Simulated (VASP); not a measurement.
Runs of VASP 6.6.1 on GaN. The structure is that of space group F-43m (No. 216), or close to it. The cells are those of the table. 

```csv
task,level,spin,cell,k mesh,gap on the mesh (eV),pressure (GPa),moment (μB)
single point,r2SCAN,"non-collinear, zero start, SOC","a = 3.085 Å, angles 60.0°, 2 atoms",10 × 10 × 10,-,23.2,0.00
dielectric tensor,r2SCAN,off,"a = 3.149 Å, angles 60.0°, 2 atoms",8 × 8 × 8,2.36,-,-
single point,PBE,off,"a = 3.212 Å, angles 60.0°, 2 atoms",6 × 6 × 6,1.57,(b),-
dielectric tensor,r2SCAN,off,"a = 3.053 Å, angles 60.0°, 2 atoms",8 × 8 × 8,2.97,-,-
single point,r2SCAN,"non-collinear, zero start, SOC","a = 3.053 Å, angles 60.0°, 2 atoms",10 × 10 × 10,-,32.8,0.00
single point,PBE,off,"a = 3.244 Å, angles 60.0°, 2 atoms",6 × 6 × 6,1.38,-4.1,-
dielectric tensor,r2SCAN,off,"a = 3.117 Å, angles 60.0°, 2 atoms",8 × 8 × 8,2.56,-,-
single point,PBE,off,"a = 3.117 Å, angles 60.0°, 2 atoms",6 × 6 × 6,2.15,19.8,-
single point,PBE,off,"a = 3.308 Å, angles 60.0°, 2 atoms",6 × 6 × 6,1.01,-11.8,-
single point,PBE,off,"a = 3.149 Å, angles 60.0°, 2 atoms",6 × 6 × 6,1.96,12.6,-
single point,PBE,off,"a = 3.276 Å, angles 60.0°, 2 atoms",6 × 6 × 6,1.19,-8.3,-
dielectric tensor,r2SCAN,off,"a = 3.085 Å, angles 60.0°, 2 atoms",8 × 8 × 8,(a),-,-
```

Alike in all rows: potentials or basis VASP PAW PBE potentials, release 64 (Ga_d, N); cutoff (eV) 520; smearing gaussian 0.01 eV.

Task: Estimate the missing entries.

Result: (a) 2.77; (b) 0.7.

Caveats: the PAW data sets were made with another functional, which shifts forces and pressure a little (at least some runs); the cell stands under pressure (at least some runs); the cell stands under tension (at least some runs).

A k mesh can miss the band edges, and rows without SOC leave out spin-orbit coupling on Ga.
